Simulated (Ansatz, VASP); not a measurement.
## One calculation of Na, two programs

```
CELL_PARAMETERS angstrom
-3.10378 3.10378 1.67799
3.10378 -3.10378 1.67799
3.10378 3.10378 -1.67799
ATOMIC_POSITIONS crystal
Na 0.62500 0.87500 0.75000
Na 0.37500 0.12500 0.25000
```

Change from the starting cell: volume scaled by 0.84, PAW files.

Alike in both runs: task single point; functional PBE; k mesh 12 × 12 × 12; occupations fermi-dirac, width 0.08 eV; no spin polarisation.

|  | VASP | Ansatz |
| --- | --- | --- |
| version | VASP 6.6.1 | Ansatz 0.2.0 |
| potentials or method | VASP PAW PBE potentials, release 64 (Na_pv) | PAW with Ansatz's default frozen-core files, scalar-relativistic |
| plane-wave cutoff (eV) | 520 | 420 |
| valence electrons in the cell | 14 | 18 |

```tsv
	VASP	Ansatz	Ansatz less VASP
pressure (GPa)	1.6	1.6	0.00
traceless stress, the component that is largest in VASP (GPa)	0.05	0.05	-0.001
```

VASP's potentials hold 14 valence electrons a cell and Ansatz's 18, so a difference there can come from the potentials and not from the codes.
